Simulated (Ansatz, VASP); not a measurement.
**One calculation of Ga2O3, two programs**

INCAR

```
PREC = Accurate ; ENCUT = 600
EDIFF = 1E-6 ; ISMEAR = 0
SIGMA = 0.1 ; LREAL = False
LASPH = True ; NELM = 120
ALGO = Normal ; ISIF = 2
LWAVE = False ; LCHARG = False
GGA = PE ; IVDW = 12
NBANDS = 55 ; GGA_COMPAT = False
```

Contents of KPOINTS:

```
regular mesh
0
Gamma
  6 6 6
```

POSCAR

```
Ga2O3
1.0
    2.5000000000      1.4433757000      4.4900000000
   -2.5000000000      1.4433757000      4.4900000000
    0.0000000000     -2.8867513000      4.4900000000
Ga O
4 6
Direct
    0.3550000000      0.3550000000      0.3550000000
    0.1450000000      0.1450000000      0.1450000000
    0.6450000000      0.6450000000      0.6450000000
    0.8550000000      0.8550000000      0.8550000000
    0.5550000000      0.9450000000      0.2500000000
    0.2500000000      0.5550000000      0.9450000000
    0.9450000000      0.2500000000      0.5550000000
    0.4450000000      0.0550000000      0.7500000000
    0.7500000000      0.4450000000      0.0550000000
    0.0550000000      0.7500000000      0.4450000000
```

Input for Ansatz:

```yaml
crystal:
  lattice:
    - [2.5, 1.4433757, 4.49]
    - [-2.5, 1.4433757, 4.49]
    - [0.0, -2.8867513, 4.49]
  atoms:
    - { symbol: Ga, position: [0.355, 0.355, 0.355] }
    - { symbol: Ga, position: [0.145, 0.145, 0.145] }
    - { symbol: Ga, position: [0.645, 0.645, 0.645] }
    - { symbol: Ga, position: [0.855, 0.855, 0.855] }
    - { symbol: O, position: [0.555, 0.945, 0.25] }
    - { symbol: O, position: [0.25, 0.555, 0.945] }
    - { symbol: O, position: [0.945, 0.25, 0.555] }
    - { symbol: O, position: [0.445, 0.055, 0.75] }
    - { symbol: O, position: [0.75, 0.445, 0.055] }
    - { symbol: O, position: [0.055, 0.75, 0.445] }
basis:
  ecutwfc: 420
kpoints:
  mp_grid: { grid: [6, 6, 6] }
hamiltonian:
  xc: pbe
  dispersion: d3bj
  pseudopotentials: { kind: paw, azcp: { folder: soft_1 } }
scf:
  occupations: { method: gaussian, width: 0.1 }
output:
  forces: true
  stress: true
  eigenvalues: true
```

Alike in both runs: task single point; functional PBE; dispersion D3(BJ); k mesh 6 × 6 × 6; occupations gaussian, width 0.1 eV; no spin polarisation.

|  | VASP | Ansatz |
| --- | --- | --- |
| version | VASP 6.6.1 | Ansatz 0.2.0 |
| potentials or method | VASP PAW PBE potentials, release 64 (Ga_d, O), cutoff 600 eV | scalar-relativistic, plane waves, PAW |
| valence electrons in the cell | 88 | 88 |

```csv
,VASP,Ansatz,Ansatz less VASP
gap on the k mesh at the Fermi level (eV),2.76,2.77,+0.012
least direct gap on the mesh (eV),3.01,3.03,+0.012
pressure (GPa),4.5,3.8,-0.71
"traceless stress, the component that is largest in VASP (GPa)",-0.27,-0.20,+0.073
rms of the force components (eV/Å),0.066,0.064,-0.0014
```

Atom by atom the forces differ by 0.006 eV/Å (rms over components).
